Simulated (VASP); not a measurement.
# Ni (Im-3m) in VASP: a series of runs, part 3 of 3

VASP 6.6.1. The steps go on from the part before.

**5. Single point, PBEsol, collinear spin, ferromagnetic start**

INCAR reads:

```
SYSTEM = Ni
ALGO = Normal ; EDIFF = 1E-6
ENCUT = 600 ; GGA = PS
GGA_COMPAT = .FALSE. ; ISIF = 2
ISMEAR = 0 ; ISPIN = 2
LASPH = .TRUE. ; LCHARG = .TRUE.
LELF = .TRUE. ; LMAXMIX = 4
LORBIT = 11 ; LREAL = .FALSE.
LVHAR = .TRUE. ; LWAVE = .FALSE.
MAGMOM = 1 ; NBANDS = 15
NELM = 200 ; PREC = Accurate
SIGMA = 0.1
```

KPOINTS reads:

```
k-points
0
G
  8 8 8
  0 0 0
```

POSCAR reads:

```
Ni
1.0
   -1.3837200000      1.3837200000      1.3837200000
    1.3837200000     -1.3837200000      1.3837200000
    1.3837200000      1.3837200000     -1.3837200000
Ni
1
Direct
    0.0000000000      0.0000000000      0.0000000000
```

Potentials or basis: VASP PAW PBE potentials, release 64 (Ni).

Launch:

```
> cat potpaw_PBE.64/Ni/POTCAR > POTCAR
> mpirun -np 1 vasp_std > vasp.out
```

OUTCAR:

```text
SYSTEM = Ni
   EDIFF = 1E-6
   ENCUT = 600
   GGA = PS
   ISIF = 2
   ISMEAR = 0
   ISPIN = 2
   LASPH = .TRUE.
   LORBIT = 11
   LREAL = .FALSE.
   NELM = 200
   PREC = Accurate

 ion  position               nearest neighbor table
   1  0.000  0.000  0.000-

  LATTYP: Found a body centered cubic cell.
 ALAT       =     2.7674400000

  Lattice vectors:

 A1 = (  -1.3837200000,   1.3837200000,   1.3837200000)
 A2 = (   1.3837200000,  -1.3837200000,   1.3837200000)
 A3 = (   1.3837200000,   1.3837200000,  -1.3837200000)

Analysis of symmetry for initial positions (statically):
=====================================================================
 Subroutine PRICEL returns:
 Original cell was already a primitive cell.

 Routine SETGRP: Setting up the symmetry group for a
 body centered cubic supercell.

 Subroutine GETGRP returns: Found 48 space group operations
 (whereof 48 operations were pure point group operations)
 out of a pool of 48 trial point group operations.

The static configuration has the point symmetry O_h .

Analysis of symmetry for dynamics (positions and initial velocities):
=====================================================================
 Subroutine PRICEL returns:
 Original cell was already a primitive cell.

 Routine SETGRP: Setting up the symmetry group for a
 body centered cubic supercell.

 Subroutine GETGRP returns: Found 48 space group operations
 (whereof 48 operations were pure point group operations)
 out of a pool of 48 trial point group operations.

The dynamic configuration has the point symmetry O_h .

Analysis of structural, dynamic, and magnetic symmetry:
=====================================================================
 Subroutine PRICEL returns:
 Original cell was already a primitive cell.

 Routine SETGRP: Setting up the symmetry group for a
 body centered cubic supercell.

 Subroutine GETGRP returns: Found 48 space group operations
 (whereof 48 operations were pure point group operations)
 out of a pool of 48 trial point group operations.

[... 150 lines left out ...]
 fundamental gap:      0.0261407573
 Fermi energy:         9.4479280796

 spin component 1

 k-point     1 :       0.0000    0.0000    0.0000
  band No.  band energies     occupation
      1       0.3173      1.00000
      2       7.0918      1.00000
      3       7.0918      1.00000
      4       7.0918      1.00000
      5       8.5916      1.00000
      6       8.5916      1.00000
      7      36.1380      0.00000
      8      36.1380      0.00000
      9      36.1380      0.00000
     10      41.2077      0.00000
     11      41.2077      0.00000
     12      42.4270      0.00000
     13      42.4270      0.00000
     14      42.4270      0.00000
[... 403 lines left out ...]
      4       7.9214      1.00000
      5       8.8806      1.00000
      6      11.4350      0.00000
      7      21.0331      0.00000
      8      24.1266      0.00000
      9      27.3482      0.00000
     10      30.8963      0.00000
     11      40.7693      0.00000
     12      43.3835      0.00000
     13      46.0722      0.00000
     14      51.6875      0.00000
     15      54.4280      0.00000

 [... further k-points ...]

 spin component 2

 k-point     1 :       0.0000    0.0000    0.0000
  band No.  band energies     occupation
      1       0.3253      1.00000
      2       7.7617      1.00000
      3       7.7617      1.00000
      4       7.7617      1.00000
      5       9.0560      1.00000
      6       9.0560      1.00000
      7      36.0713      0.00000
      8      36.0713      0.00000
      9      36.0713      0.00000
     10      41.1675      0.00000
     11      41.1675      0.00000
     12      42.5990      0.00000
     13      42.5990      0.00000
     14      42.5990      0.00000
[... 403 lines left out ...]
      4       8.5514      1.00000
      5       9.6199      0.00750
      6      11.7016      0.00000
      7      21.2003      0.00000
      8      24.2702      0.00000
      9      27.4160      0.00000
     10      30.9620      0.00000
     11      40.8772      0.00000
     12      43.4780      0.00000
     13      46.1683      0.00000
     14      51.7468      0.00000
     15      55.1247      0.00000

 [... further k-points ...]
[... 5 lines left out ...]
  --------------------------------------------------------------------------------------
  -------------------------------------------------------------------------------------
  Total       -0.1663732     -0.1663732     -0.1663732     -0.0000000     -0.0000000      0.0000000
  in kB      -25.1529653    -25.1529653    -25.1529653     -0.0000000     -0.0000000      0.0000000
  external PRESSURE =     -25.1529653 kB  Pullay stress =       0.0000000 kB

 VOLUME and BASIS-vectors are now :
 -----------------------------------------------------------------------------
  energy-cutoff  :      600.00
  volume of cell :       10.60
      direct lattice vectors                 reciprocal lattice vectors
    -1.383720000  1.383720000  1.383720000     0.000000000  0.361344781  0.361344781
     1.383720000 -1.383720000  1.383720000     0.361344781  0.000000000  0.361344781
     1.383720000  1.383720000 -1.383720000     0.361344781  0.361344781  0.000000000

 POSITION                                       TOTAL-FORCE (eV/Angst)
 -----------------------------------------------------------------------------------
      0.00000      0.00000      0.00000         0.000000      0.000000      0.000000
 -----------------------------------------------------------------------------------
    total drift:                                0.000000     -0.000000      0.000000

  FREE ENERGIE OF THE ION-ELECTRON SYSTEM (eV)
  ---------------------------------------------------
  free  energy   TOTEN  =        -6.0331394606 eV

  energy  without entropy=       -6.0250421188  energy(sigma->0) =       -6.02909079

 total charge

# of ion       s       p       d       tot
------------------------------------------
    1        0.505   0.513   8.349   9.367

 magnetization (x)

# of ion       s       p       d       tot
------------------------------------------
    1       -0.005  -0.015   0.576   0.556
```

OSZICAR:

```text
N       E                     dE             d eps       ncg     rms          rms(c)
DAV:   1     0.334913610089E+02    0.33491E+02   -0.47226E+03  1852   0.972E+02
DAV:   2    -0.572353616860E+01   -0.39215E+02   -0.36182E+02  1929   0.171E+02
DAV:   3    -0.716355782333E+01   -0.14400E+01   -0.14193E+01  2147   0.313E+01
DAV:   4    -0.717179349602E+01   -0.82357E-02   -0.82338E-02  2182   0.228E+00
DAV:   5    -0.717190256744E+01   -0.10907E-03   -0.10907E-03  2197   0.222E-01    0.106E+01
DAV:   6    -0.636248932422E+01    0.80941E+00   -0.13456E+01  2461   0.412E+01    0.563E+00
DAV:   7    -0.605085800192E+01    0.31163E+00   -0.21335E+00  2252   0.151E+01    0.200E+00
DAV:   8    -0.603580889822E+01    0.15049E-01   -0.22309E-02  2294   0.973E-01    0.986E-01
DAV:   9    -0.603362212130E+01    0.21868E-02   -0.85822E-04  2701   0.183E-01    0.260E-01
DAV:  10    -0.603312501635E+01    0.49710E-03   -0.43040E-04  2764   0.124E-01    0.493E-02
DAV:  11    -0.603313791314E+01   -0.12897E-04   -0.35968E-05  2164   0.505E-02    0.189E-02
DAV:  12    -0.603313911754E+01   -0.12044E-05   -0.43217E-06  2246   0.213E-02    0.928E-03
DAV:  13    -0.603313946056E+01   -0.34302E-06   -0.75649E-07  1489   0.893E-03
   1 F= -.60331395E+01 E0= -.60290908E+01  d E =-.809734E-02  mag=     0.5519
```

stdout:

```text
POSCAR found type information on POSCAR Ni
 POSCAR found :  1 types and       1 ions
 scaLAPACK will be used
 -----------------------------------------------------------------------------
|                                                                             |
|                                                                             |
|     You enforced a specific xc type in the INCAR file but a different       |
|     I HOPE YOU KNOW WHAT YOU ARE DOING!                                     |
|                                                                             |
 -----------------------------------------------------------------------------

 LDA part: xc-table for (Slater+PW92), standard interpolation
 POSCAR, INCAR and KPOINTS ok, starting setup
 FFT: planning ... GRIDC
 FFT: planning ... GRID_SOFT
 FFT: planning ... GRID
 WAVECAR not read
 entering main loop
```

Run time: 15 s. Hardware: 1 thread of Intel Xeon Platinum 8259CL at 2.50GHz (Skylake/Cascade Lake), shared host; peak memory 0.13 GiB.

What came out:

```yaml
Free_energy: -6.0331 eV
Pressure: -2.5 GPa
Net_moment: 0.55 μB per cell
Site_moments: Ni +0.56 μB
Valence_electrons_inside_the_program's_atomic_spheres: Ni 9.37
```

Caveat: the k points lie up to 0.40 Å⁻¹ apart; the PAW data sets were made with another functional, which shifts forces and pressure a little.

**6. Single point, PBEsol, collinear spin, ferromagnetic start**

INCAR reads:

```
ALGO = Normal
EDIFF = 1E-6
ENCUT = 600
GGA = PS
GGA_COMPAT = F
ISIF = 2
ISMEAR = 0
ISPIN = 2
LASPH = T
LCHARG = F
LMAXMIX = 4
LORBIT = 11
LREAL = F
LWAVE = F
MAGMOM = 1
NBANDS = 15
NELM = 200
PREC = Accurate
SIGMA = 0.1
```

KPOINTS reads:

```
k-points
0
Gamma
  10 10 10
```

POSCAR is that of step 5.

Potentials or basis: VASP PAW PBE potentials, release 64 (Ni).

Launch:

```
> cat potpaw_PBE.64/Ni/POTCAR > POTCAR
> mpirun -np 1 vasp_std > vasp.out
```

Wall time 24 s (1 thread of Intel Xeon Platinum 8259CL at 2.50GHz (Skylake/Cascade Lake), shared host); peak memory 0.14 GiB.

It converged, with:

```yaml
Free_energy: -6.0330 eV
Pressure: -3.5 GPa
Net_moment: 0.39 μB per cell
Site_moments: Ni +0.40 μB
Valence_electrons_inside_the_program's_atomic_spheres: Ni 9.37
```

Levels at points of the mesh, in eV from the Fermi level:
Spin up:
```tsv
k point	band 1	band 2	band 3	band 4	band 5	band 6	band 7	band 8	band 9	band 10
(0.00, 0.00, 0.00)	-9.08	-2.23	-2.23	-2.23	-0.76	-0.76	26.73	26.73	26.73	31.80
(0.50, 0.00, 0.00)	-4.68	-3.19	-0.84	-0.60	0.12	0.23	6.75	19.34	20.41	24.19
(0.50, 0.50, 0.50)	-4.24	-4.24	-0.11	-0.11	-0.11	9.93	9.93	9.93	15.97	15.97
```
Spin down:
| k point | band 1 | band 2 | band 3 | band 4 | band 5 | band 6 | band 7 | band 8 | band 9 | band 10 |
| --- | --- | --- | --- | --- | --- | --- | --- | --- | --- | --- |
| (0.00, 0.00, 0.00) | -9.09 | -1.76 | -1.76 | -1.76 | -0.42 | -0.42 | 26.67 | 26.67 | 26.67 | 31.76 |
| (0.50, 0.00, 0.00) | -4.43 | -2.76 | -0.45 | -0.25 | 0.21 | 0.67 | 7.00 | 19.30 | 20.48 | 24.29 |
| (0.50, 0.50, 0.50) | -4.01 | -4.01 | 0.43 | 0.43 | 0.43 | 9.95 | 9.95 | 9.95 | 16.06 | 16.06 |

Caveat: the PAW data sets were made with another functional, which shifts forces and pressure a little.

**7. The runs side by side**

```tsv
k mesh	gap on the mesh (eV)	pressure (GPa)	moment (μB)
4 × 4 × 4	none	-5.6	0.07
5 × 5 × 5	none	0.2	0.88
6 × 6 × 6	none	-4.1	0.14
8 × 8 × 8	none	-2.5	0.55
10 × 10 × 10	none	-3.5	0.39
```

Alike in all rows: task single point; level PBEsol; potentials or basis VASP PAW PBE potentials, release 64 (Ni); spin collinear, ferromagnetic start; cell as given; cutoff (eV) 600; smearing gaussian 0.1 eV.

Caveats: some runs use coarse meshes; the PAW data sets were made with another functional, which shifts forces and pressure a little.

Absolute energies hang on the potentials; compare differences alone.
